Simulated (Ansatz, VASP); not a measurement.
InSe: VASP beside Ansatz

INCAR

```
SYSTEM = InSe
PREC = Accurate
ENCUT = 520
EDIFF = 1E-6
ISMEAR = -1
SIGMA = 0.02
LREAL = .FALSE.
LASPH = .TRUE.
NELM = 80
ALGO = Normal
ISIF = 2
LWAVE = .FALSE.
LCHARG = .FALSE.
GGA = CA
NBANDS = 27
```

The input KPOINTS:

```
Automatic mesh
0
G
  7 7 7
  0 0 0
```

Contents of POSCAR:

```
InSe
1.0
    1.9874512734      1.1474555277      8.1277512801
   -1.9874512734      1.1474555277      8.1277512801
    0.0000000000     -2.2949110554      8.1277512801
In Se
2 2
Direct
   -0.0005544345     -0.0005544345     -0.0005544345
    0.1119220368      0.1119220368      0.1119220368
    0.6141719878      0.6141719878      0.6141719878
    0.8304604099      0.8304604099      0.8304604099
```

Input for Ansatz:

```yaml
crystal:
  lattice:
    - [1.9874512734, 1.1474555277, 8.1277512801]
    - [-1.9874512734, 1.1474555277, 8.1277512801]
    - [0.0, -2.2949110554, 8.1277512801]
  atoms:
    - { symbol: In, position: [-0.0005544345, -0.0005544345, -0.0005544345] }
    - { symbol: In, position: [0.1119220368, 0.1119220368, 0.1119220368] }
    - { symbol: Se, position: [0.6141719878, 0.6141719878, 0.6141719878] }
    - { symbol: Se, position: [0.8304604099, 0.8304604099, 0.8304604099] }
kpoints:
  mp_grid: { grid: [7, 7, 7] }
  band_path:
    path:
      - [0.0, 0.0, 0.0]
      - [-0.5, -0.5, -0.5]
      - [-0.5, -0.1799540558, -0.8200459442]
      - [-0.1799540558, 0.1799540558, -0.5]
      - [0.0, 0.0, -0.5]
      - [0.0, 0.0, 0.0]
      - [0.0, 0.3399770279, -0.3399770279]
      - [-0.3399770279, 0.0, -0.6600229721]
      - [-0.5, 0.0, -0.5]
    npoints: 14
scf:
  occupations: { method: fermi_dirac, width: 0.02 }
hamiltonian:
  xc: lda
  pseudopotentials: { kind: all_electron, lapw: { basis_error: 0.0005 } }
output:
  forces: true
  stress: true
  eigenvalues: true
  populations: true
```

Alike in both runs: task single point; functional LDA; k mesh 7 × 7 × 7; occupations fermi-dirac, width 0.02 eV; no spin polarisation.

|  | VASP | Ansatz |
| --- | --- | --- |
| version | VASP 6.6.1 | Ansatz 0.2.0 |
| potentials or method | VASP PAW LDA potentials, release 64 (In_d, Se), cutoff 520 eV | all-electron LAPW, scalar-relativistic |

Ansatz gave:

```
pressure (GPa)                     : 0.0
rms of the force components (eV/Å) : 0.001
```

Problem. Estimate VASP's values.

Solution. Pressure (GPa): 0.2; rms of the force components (eV/Å): 0.013.

LDA's correlation is that of Perdew and Zunger in VASP and of Perdew and Wang (1992) in Ansatz. Atom by atom the forces differ by 0.012 eV/Å (rms over components). Ansatz ran all-electron here, and VASP with PAW potentials.
